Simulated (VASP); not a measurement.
Li: single point with PBEsol

The system is Li.

```xyz
1
Lattice="2.8003 0.0000 0.0000 0.0000 2.8003 0.0000 0.0000 0.0000 2.8003" Properties=species:S:1:pos:R:3 pbc="T T T"
Li    0.0000    0.0000    0.0000
```

This isn't the form of Li at room conditions, which is bcc.

* Program: VASP 6.6.1
* Task: single point
* Functional: PBEsol
* Potentials or basis: VASP PAW PBE potentials, release 64 (Li_sv)
* Cutoff: 520 eV
* k mesh: 13 × 13 × 13
* Occupations: fermi-dirac, width 0.1 eV
* Spin: no spin polarisation
* Dipole correction: no
* Further INCAR settings: ALGO = Normal; EDIFF = 1e-06; NBANDS = 8

```
Band gap on the k mesh : zero (an odd number of electrons rules out a gap without spin polarisation)
```

Levels at points of the mesh, in eV from the Fermi level:
```
           k point  band 1  band 2  band 3  band 4  band 5  band 6  band 7
(0.00, 0.00, 0.00)  -46.29   -3.40   11.37   11.37   11.37   13.65   13.65
```

Wall time 10 s on 1 thread of Intel Xeon 8259CL (shared host), peak memory 0.13 GiB.
